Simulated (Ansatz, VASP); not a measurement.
## KCl in VASP and in Ansatz

INCAR

```
SYSTEM = KCl
PREC = Accurate
ENCUT = 520
EDIFF = 1E-6
ISMEAR = -1
SIGMA = 0.02
LREAL = .False.
LASPH = .True.
NELM = 80
ALGO = Normal
ISIF = 2
LWAVE = .False.
LCHARG = .False.
GGA = PE
NBANDS = 15
```

KPOINTS

```
regular mesh
0
Gamma
  8 8 8
  0 0 0
```

File POSCAR:

```
KCl
1.0
    0.0000000000      3.1448482518      3.2741015149
    3.1448482518      0.0000000000      3.2741015149
    3.1448482518      3.1448482518      0.0000000000
K Cl
1 1
Direct
    0.0000000000      0.0000000000      0.0000000000
    0.5000000000      0.5000000000      0.5000000000
```

Input for Ansatz:

```yaml
crystal:
  lattice:
    - [0.0, 3.1448482518, 3.2741015149]
    - [3.1448482518, 0.0, 3.2741015149]
    - [3.1448482518, 3.1448482518, 0.0]
  atoms:
    - { symbol: K, position: [0.0, 0.0, 0.0] }
    - { symbol: Cl, position: [0.5, 0.5, 0.5] }
kpoints:
  mp_grid: { grid: [8, 8, 8] }
  band_path:
    path:
      - [0.0, 0.0, 0.0]
      - [0.5, 0.0, 0.5]
      - [0.625, 0.25, 0.625]
      - [0.375, 0.375, 0.75]
      - [0.5, 0.5, 0.5]
      - [0.5, 0.25, 0.75]
    npoints: 1
hamiltonian:
  xc: pbe
scf:
  occupations: { method: fermi_dirac, width: 0.02 }
  n_extra_bands: 4
output:
  forces: true
  stress: true
  eigenvalues: true
  write_density: true
  write_potential: true
  elf: true
  volumetric_format: npy
```

Change from the starting cell: uniaxial_z strain +4.1%.

Alike in both runs: task single point; functional PBE; k mesh 8 × 8 × 8; occupations fermi-dirac, width 0.02 eV; no spin polarisation.

|  | VASP | Ansatz |
| --- | --- | --- |
| version | VASP 6.6.1 | Ansatz 0.2.0 |
| potentials or method | VASP PAW PBE potentials, release 64 (K_sv, Cl) | plane waves, PAW |
| plane-wave cutoff (eV) | 520 | 420 |
| valence electrons in the cell | 16 | 16 |

```tsv
	VASP	Ansatz	Ansatz less VASP
gap on the k mesh at the Fermi level (eV)	5.05	5.05	+0.002
pressure (GPa)	0.1	0.1	-0.02
traceless stress, the component that is largest in VASP (GPa)	-0.77	-0.75	+0.015
```
